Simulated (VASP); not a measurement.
Here is a VASP 6.6.1 calculation.

File INCAR:

```
PREC = Accurate
ENCUT = 600
EDIFF = 1E-6
ISMEAR = 1
SIGMA = 0.1
LREAL = False
LASPH = True
NELM = 200
ALGO = Normal
ISIF = 2
LWAVE = False
LCHARG = True
ISPIN = 2
MAGMOM = 1.2 1.2 1.2 1.2 1.2 1.2 0 0
LORBIT = 11
LMAXMIX = 4
LELF = True
LVHAR = True
NBANDS = 58
GGA_COMPAT = False
```

KPOINTS

```
Automatic mesh
0
Gamma
  2 5 5
```

Contents of POSCAR:

```
Ni3Ge
1.0
    7.0606680000      0.0000000000      0.0000000000
    0.0000000000      3.5303340000      0.0000000000
    0.0000000000      0.0000000000      3.5303340000
Ni Ge
6 2
Direct
    0.2500000000      0.0000000000      0.5000000000
    0.0000000000      0.5000000000      0.5000000000
    0.2500000000      0.5000000000      0.0000000000
    0.7500000000      0.0000000000      0.5000000000
    0.5000000000      0.5000000000      0.5000000000
    0.7500000000      0.5000000000      0.0000000000
    0.0000000000      0.0000000000      0.0000000000
    0.5000000000      0.0000000000      0.0000000000
```

Potentials or basis: VASP PAW LDA potentials, release 64 (Ni, Ge_d).

Run with:

```sh
$ cat potpaw_LDA.64/Ni/POTCAR potpaw_LDA.64/Ge_d/POTCAR > POTCAR
$ mpirun -np 1 vasp_std > vasp.out
```

**Question.** Estimate the band gap on the k mesh.

**Answer.** Zero (filled and empty bands overlap).

**Question.** Estimate the net moment.

**Answer.** 0.00 μB per cell.

**Question.** Predict the pressure.

**Answer.** -7.5 GPa.

Stress tensor (GPa, compression positive):
```
-7.58  0.00  0.00
 0.00 -7.43  0.00
 0.00  0.00 -7.43
```

Caveat: the k points lie up to 0.44 Å⁻¹ apart; the moments typed at the start vanished in this run.
